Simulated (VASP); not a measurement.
# NaI in VASP: further runs, part 2 of 2

VASP 6.6.1. Earlier steps stand in the parts before.

### 3 Single point, r2SCAN (strain +2.9%)

Contents of POSCAR:

```
NaI
1.0
    4.1556919904      0.0000000000      0.0000000000
    0.0000000000      4.1556919904      0.0000000000
    0.0000000000      0.0000000000      4.1556919904
Na I
1 1
Direct
    0.0000000000      0.0000000000      0.0000000000
    0.5000000000      0.5000000000      0.5000000000
```

Contents of INCAR.step1:

```
PREC = Accurate
ENCUT = 520
ISMEAR = 0
SIGMA = 0.01
LREAL = False
LASPH = True
NELM = 100
NBANDS = 14
GGA = PE
ALGO = Normal
EDIFF = 1E-4
LWAVE = True
LCHARG = False
```

Contents of INCAR.step2:

```
PREC = Accurate
ENCUT = 520
EDIFF = 1E-6
ISMEAR = 0
SIGMA = 0.01
LREAL = False
LASPH = True
NELM = 100
ALGO = Normal
ISIF = 2
LWAVE = False
LCHARG = True
METAGGA = R2SCAN
LMIXTAU = True
LELF = True
LVHAR = True
NBANDS = 14
ISTART = 1
```

Contents of KPOINTS:

```
regular mesh
0
Gamma
  6 6 6
```

Potentials or basis: VASP PAW PBE potentials, release 64 (Na_pv, I).

Run with:

```
$ cat potpaw_PBE.64/Na_pv/POTCAR potpaw_PBE.64/I/POTCAR > POTCAR
$ cp INCAR.step1 INCAR
$ mpirun -np 1 vasp_std > vasp.out
$ cp INCAR.step2 INCAR
$ mpirun -np 1 vasp_std > vasp.out
```

Run time: 64 s. Hardware: 1 thread of AMD EPYC 7R43 (Zen 3), shared host; peak memory 0.15 GiB.

It converged, with:

```yaml
Free_energy: -30.7036 eV
Pressure: -1.2 GPa
Band_gap_on_the_k_mesh: 2.93 eV (least direct gap 3.50 eV)
```

Levels at points of the mesh, in eV from the valence-band top:
```tsv
k point	band 3	band 4	band 5	band 6	band 7	band 8	band 9	band 10	band 11	band 12
(0.00, 0.00, 0.00)	-24.59	-11.86	-0.57	-0.57	-0.57	2.93	6.28	6.28	11.73	11.73
(0.50, 0.00, 0.00)	-24.59	-11.58	-2.88	-0.29	-0.29	5.21	6.77	7.77	8.45	8.45
(0.50, 0.50, 0.00)	-24.59	-11.34	-2.30	-2.30	0.00	3.52	7.61	8.71	8.71	9.37
(0.50, 0.50, 0.50)	-24.59	-11.10	-1.87	-1.87	-1.87	4.81	4.81	4.81	7.32	13.92
```

Caveat: the cell differs from its parent crystal (strain +2.9%); the PAW data sets were made with another functional, which shifts forces and pressure a little; spin-orbit coupling is left out, which moves the levels of the heavy elements.

### 4 Single point, PBE (uniaxial x strain +1.9%)

Contents of INCAR:

```
  ALGO = Normal
  EDIFF = 1E-6
  ENCUT = 520
  GGA = PE
  ISIF = 2
  ISMEAR = -1
  LASPH = True
  LCHARG = False
  LREAL = False
  LWAVE = False
  NBANDS = 14
  NELM = 80
  PREC = Accurate
  SIGMA = 0.02
```

Contents of KPOINTS:

```
k-points
0
Gamma
  6 6 6
```

Contents of POSCAR:

```
NaI
1.0
    4.1156906771      0.0000000000      0.0000000000
    0.0000000000      4.0405366946      0.0000000000
    0.0000000000      0.0000000000      4.0405366946
Na I
1 1
Direct
    0.0000000000      0.0000000000      0.0000000000
    0.5000000000      0.5000000000      0.5000000000
```

Run with:

```
$ cat potpaw_PBE.64/Na_pv/POTCAR potpaw_PBE.64/I/POTCAR > POTCAR
$ mpirun -np 1 vasp_std > vasp.out
```

It took 23 s on 1 thread of AMD EPYC 7R43 (Zen 3), shared host; peak memory 0.15 GiB.

The run converged. Its results:

```
Free energy            : -5.0717 eV
Pressure               : 0.0 GPa
Band gap on the k mesh : 2.23 eV (least direct gap 2.76 eV)
```

Stress tensor (GPa, compression positive):
```
-0.58  0.00  0.00
 0.00  0.28  0.00
 0.00  0.00  0.28
```

Levels at points of the mesh, in eV from the valence-band top:
| k point | band 4 | band 5 | band 6 | band 7 | band 8 | band 9 | band 10 | band 11 |
| --- | --- | --- | --- | --- | --- | --- | --- | --- |
| (0.00, 0.00, 0.00) | -11.79 | -0.78 | -0.61 | -0.61 | 2.23 | 5.54 | 5.65 | 10.94 |
| (0.50, 0.00, 0.00) | -11.50 | -3.21 | -0.32 | -0.32 | 4.62 | 6.16 | 7.04 | 7.92 |
| (0.00, 0.50, 0.00) | -11.46 | -3.21 | -0.44 | -0.29 | 4.55 | 6.17 | 7.04 | 7.67 |
| (0.50, 0.50, 0.00) | -11.22 | -2.59 | -2.52 | 0.00 | 2.76 | 6.99 | 8.15 | 8.25 |
| (0.00, 0.50, 0.50) | -11.18 | -2.54 | -2.54 | -0.11 | 2.84 | 6.87 | 8.07 | 8.07 |
| (0.50, 0.50, 0.50) | -10.95 | -2.10 | -2.10 | -2.03 | 4.17 | 4.17 | 4.18 | 6.46 |

Caveat: the cell differs from its parent crystal (uniaxial x strain +1.9%); spin-orbit coupling is left out, which moves the levels of the heavy elements.

### 5 Single point, HSE06 (strain +2.9%)

Contents of POSCAR:

```
NaI
1.0
    4.1556919904      0.0000000000      0.0000000000
    0.0000000000      4.1556919904      0.0000000000
    0.0000000000      0.0000000000      4.1556919904
Na I
1 1
Direct
    0.0000000000      0.0000000000      0.0000000000
    0.5000000000      0.5000000000      0.5000000000
```

Contents of INCAR.step1:

```
PREC = Accurate ; ENCUT = 520
EDIFF = 1E-5 ; ISMEAR = 0
SIGMA = 0.01 ; LREAL = False
LASPH = True ; NELM = 60
ALGO = Normal ; ISIF = 2
LWAVE = True ; GGA = PE
NBANDS = 14
```

Contents of INCAR.step2:

```
PREC = Accurate ; ENCUT = 520
EDIFF = 1E-7 ; ISMEAR = 0
SIGMA = 0.01 ; LREAL = False
LASPH = True ; NELM = 60
ALGO = Normal ; ISIF = 2
LWAVE = False ; LCHARG = True
GGA = PE ; LHFCALC = True
HFSCREEN = 0.2079 ; PRECFOCK = Normal
LELF = True ; LVHAR = True
ISTART = 1 ; NBANDS = 14
```

Contents of KPOINTS:

```
Automatic mesh
0
Gamma
  4 4 4
```

Run with:

```
$ cat potpaw_PBE.64/Na_pv/POTCAR potpaw_PBE.64/I/POTCAR > POTCAR
$ cp INCAR.step1 INCAR
$ mpirun -np 1 vasp_std > vasp.out
$ cp INCAR.step2 INCAR
$ mpirun -np 1 vasp_std > vasp.out
```

It took 5.9 min on 1 thread of AMD EPYC 7R43 (Zen 3), shared host; peak memory 0.25 GiB.

The run converged. Its results:

| Item | Value |
| --- | --- |
| Free energy | -5.8938 eV |
| Pressure | -1.0 GPa |
| Band gap on the k mesh | 3.10 eV (least direct gap 3.70 eV) |

Levels at points of the mesh, in eV from the valence-band top:
| k point | band 3 | band 4 | band 5 | band 6 | band 7 | band 8 | band 9 | band 10 | band 11 | band 12 |
| --- | --- | --- | --- | --- | --- | --- | --- | --- | --- | --- |
| (0.00, 0.00, 0.00) | -26.21 | -12.50 | -0.60 | -0.60 | -0.60 | 3.10 | 6.69 | 6.69 | 11.97 | 11.97 |
| (0.50, 0.00, 0.00) | -26.21 | -12.20 | -3.06 | -0.29 | -0.29 | 5.48 | 7.02 | 8.15 | 8.90 | 8.90 |
| (0.50, 0.50, 0.00) | -26.21 | -11.95 | -2.43 | -2.43 | 0.00 | 3.83 | 7.95 | 9.06 | 9.06 | 9.93 |
| (0.50, 0.50, 0.50) | -26.21 | -11.71 | -1.96 | -1.96 | -1.96 | 5.22 | 5.22 | 5.22 | 7.47 | 14.21 |

Caveat: the cell differs from its parent crystal (strain +2.9%); the PAW data sets were made with another functional, which shifts forces and pressure a little; spin-orbit coupling is left out, which moves the levels of the heavy elements. A k mesh can miss the band edges.

### 6 Single point, HSE06 (uniaxial x strain +1.9%)

Contents of POSCAR:

```
NaI
1.0
    4.1156906771      0.0000000000      0.0000000000
    0.0000000000      4.0405366946      0.0000000000
    0.0000000000      0.0000000000      4.0405366946
Na I
1 1
Direct
    0.0000000000      0.0000000000      0.0000000000
    0.5000000000      0.5000000000      0.5000000000
```

Contents of INCAR.step1:

```
ALGO     = Normal         # electronic algorithm
EDIFF    = 1E-5           # SCF threshold, eV
ENCUT    = 520            # plane-wave cutoff, eV
GGA      = PE             # functional
ISIF     = 2              # what is computed and relaxed
ISMEAR   = 0              # smearing method
LASPH    = T              # aspherical terms in the spheres
LCHARG   = F              # write CHGCAR
LREAL    = F              # projectors in reciprocal space
LWAVE    = T              # write WAVECAR
NBANDS   = 14             # bands
NELM     = 80             # most SCF steps
PREC     = Accurate       # precision mode
SIGMA    = 0.01           # smearing width, eV
```

Contents of INCAR.step2:

```
ALGO     = Normal         # electronic algorithm
EDIFF    = 1E-6           # SCF threshold, eV
ENCUT    = 520            # plane-wave cutoff, eV
GGA      = PE             # functional
HFSCREEN = 0.2079         # screening, 1/A
ISIF     = 2              # what is computed and relaxed
ISMEAR   = 0              # smearing method
ISTART   = 1            
LASPH    = T              # aspherical terms in the spheres
LCHARG   = F              # write CHGCAR
LHFCALC  = T              # exact exchange
LREAL    = F              # projectors in reciprocal space
LWAVE    = F              # write WAVECAR
NBANDS   = 14             # bands
NELM     = 80             # most SCF steps
PREC     = Accurate       # precision mode
PRECFOCK = Normal       
SIGMA    = 0.01           # smearing width, eV
```

Contents of KPOINTS:

```
k-points
0
Gamma
  4 4 4
```

Potentials or basis: VASP PAW PBE potentials, release 64 (Na_pv, I).

Run with:

```
$ cat potpaw_PBE.64/Na_pv/POTCAR potpaw_PBE.64/I/POTCAR > POTCAR
$ cp INCAR.step1 INCAR
$ mpirun -np 1 vasp_std > vasp.out
$ cp INCAR.step2 INCAR
$ mpirun -np 1 vasp_std > vasp.out
```

OUTCAR:

```text
EDIFF = 1E-6
   ENCUT = 520
   GGA = PE
   HFSCREEN = 0.2079
   ISIF = 2
   ISMEAR = 0
   ISTART = 1
   LASPH = T
   LHFCALC = T
   LREAL = F
   NELM = 80
   PREC = Accurate
   PRECFOCK = Normal

 ion  position               nearest neighbor table
   1  0.000  0.000  0.000-
   2  0.500  0.500  0.500-

  LATTYP: Found a simple tetragonal cell.
 ALAT       =     4.0405366946
[... 493 lines left out ...]
     12      15.6846      0.00000
     13      16.0892      0.00000
     14      16.0892      0.00000

------------------------ aborting loop because EDIFF is reached ----------------------------------------

  FORCE on cell =-STRESS in cart. coord.  units (eV):
  Direction    XX          YY          ZZ          XY          YZ          ZX
  --------------------------------------------------------------------------------------
  -------------------------------------------------------------------------------------
  Total       -0.3022215      0.0756512      0.0756512     -0.0000000      0.0000000      0.0000000
  in kB       -7.2063459      1.8038708      1.8038708     -0.0000000      0.0000000      0.0000000
  external PRESSURE =      -1.1995348 kB  Pullay stress =       0.0000000 kB

 VOLUME and BASIS-vectors are now :
 -----------------------------------------------------------------------------
  energy-cutoff  :      520.00
  volume of cell :       67.19
      direct lattice vectors                 reciprocal lattice vectors
     4.115690677  0.000000000  0.000000000     0.242972584  0.000000000  0.000000000
     0.000000000  4.040536695  0.000000000     0.000000000  0.247491874  0.000000000
     0.000000000  0.000000000  4.040536695     0.000000000  0.000000000  0.247491874

 POSITION                                       TOTAL-FORCE (eV/Angst)
 -----------------------------------------------------------------------------------
      0.00000      0.00000      0.00000         0.000000      0.000000      0.000000
      2.05785      2.02027      2.02027         0.000000      0.000000      0.000000
 -----------------------------------------------------------------------------------
    total drift:                                0.000001      0.000001     -0.000000

  FREE ENERGIE OF THE ION-ELECTRON SYSTEM (eV)
  ---------------------------------------------------
  free  energy   TOTEN  =        -5.9088180408 eV

  energy  without entropy=       -5.9088180408  energy(sigma->0) =       -5.90881804
```

It took 12 min on 1 thread of AMD EPYC 7R43 (Zen 3), shared host; peak memory 0.25 GiB.

What came out:

* Free energy: -5.9088 eV
* Pressure: -0.1 GPa
* Band gap on the k mesh: 3.15 eV (least direct gap 3.65 eV)

Stress tensor (GPa, compression positive):
```
-0.72  0.00  0.00
 0.00  0.18  0.00
 0.00  0.00  0.18
```

Caveat: the cell differs from its parent crystal (uniaxial x strain +1.9%); the PAW data sets were made with another functional, which shifts forces and pressure a little; spin-orbit coupling is left out, which moves the levels of the heavy elements. A k mesh can miss the band edges.

### 7 Overview

```csv
level,cell,k mesh,smearing,grid for exact exchange (PRECFOCK),share of exact exchange,screening parameter,gap on the mesh (eV),pressure (GPa)
PBE,"a = 4.156 Å, 2 atoms",6 × 6 × 6,fermi-dirac 0.02 eV,-,-,-,2.18,-0.9
r2SCAN,"a = 4.156 Å, 2 atoms",6 × 6 × 6,gaussian 0.01 eV,-,-,-,2.93,-1.2
PBE,"a = 4.116, b = 4.041, c = 4.041 Å, 2 atoms",6 × 6 × 6,fermi-dirac 0.02 eV,-,-,-,2.23,0.0
HSE06,"a = 4.156 Å, 2 atoms",4 × 4 × 4,gaussian 0.01 eV,Normal,0.25,0.2079 1/Å,3.10,-1.0
HSE06,"a = 4.116, b = 4.041, c = 4.041 Å, 2 atoms",4 × 4 × 4,gaussian 0.01 eV,Normal,0.25,0.2079 1/Å,3.15,-0.1
```

Alike in all rows: task single point; potentials or basis VASP PAW PBE potentials, release 64 (Na_pv, I); no spin polarisation; cutoff (eV) 520.

Caveats: spin-orbit coupling is left out, which moves the levels of the heavy elements; the PAW data sets were made with another functional, which shifts forces and pressure a little (at least some runs).

Absolute energies hang on the potentials; compare differences alone.
